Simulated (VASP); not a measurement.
Write the native input for VASP 6.6.1 that does the following.

| Property | Result |
| --- | --- |
| Task | single point |
| Functional | PBE |
| Potentials or basis | VASP PAW PBE potentials, release 64 (W_sv, C, H) |
| Cutoff | 520 eV |
| k mesh | 2 × 2 × 1 |
| Occupations | fermi-dirac, width 0.05 eV |
| Spin | no spin polarisation |
| Dipole correction | no |
| Further INCAR settings | LREAL = Auto; ALGO = Normal; EDIFF = 1e-07; NBANDS = 86 |

The structure of HW8C8 lies in POSCAR:

```
HW8C8
1.0
    5.7958000000      0.0000000000      0.0000000000
    0.0000000000      5.6578000000      0.0000000000
    0.0000000000      0.0000000000     17.1827580000
W C H
8 8 1
Direct
    0.0000000000      0.0000000000      0.0581978749
    0.2559957210     -0.0069284881      0.1978145767
    0.0000000000      0.5000000000      0.0581978749
    0.2588943718      0.4920463785      0.1987341031
    0.5000000000      0.0000000000      0.0581978749
    0.7552710584     -0.0020502669      0.2067479505
    0.5000000000      0.5000000000      0.0581978749
    0.7455398737      0.4819187670      0.2022434350
   -0.0017598951      0.2693803245      0.1574485307
    0.3509782946      0.2798614302      0.2947256779
    0.0084371441      0.7477111245      0.1417642034
    0.0356292488      0.7438933861      0.2592831721
    0.4999309845      0.2525363215      0.1440339205
    0.5248628317      0.1364311216      0.2886440000
    0.5130094206      0.7512637421      0.1519837502
    0.8246661375      0.7265191417      0.2964425152
   -0.2211083888      0.7527307434      0.3586851424
```

The input as run:

INCAR

```
PREC = Accurate
ENCUT = 520
EDIFF = 1E-7
ISMEAR = -1
SIGMA = 0.05
LREAL = Auto
LASPH = True
NELM = 60
ALGO = Normal
ISIF = 2
LWAVE = False
LCHARG = True
GGA = PE
LELF = True
LVHAR = True
NBANDS = 86
```

KPOINTS

```
regular mesh
0
Gamma
  2 2 1
```

Potentials or basis: VASP PAW PBE potentials, release 64 (W_sv, C, H).

Launch:

```sh
$ cat potpaw_PBE.64/W_sv/POTCAR potpaw_PBE.64/C/POTCAR potpaw_PBE.64/H/POTCAR > POTCAR
$ mpirun -np 1 vasp_std > vasp.out
```

Results of the run:

The largest force is 2.673 eV/Å and the band gap on the k mesh is zero (an odd number of electrons rules out a gap without spin polarisation).

Caveat: the k points lie up to 0.56 Å⁻¹ apart, too coarse for converged energies and pressures of a metal; there is no dipole correction, which matters where the two faces differ; spin-orbit coupling is left out, which moves the levels of the heavy elements.

It took 5 min on 1 thread of Intel(R) Xeon(R) 6975P-C (Granite Rapids), on a shared host, peak memory 0.59 GiB.
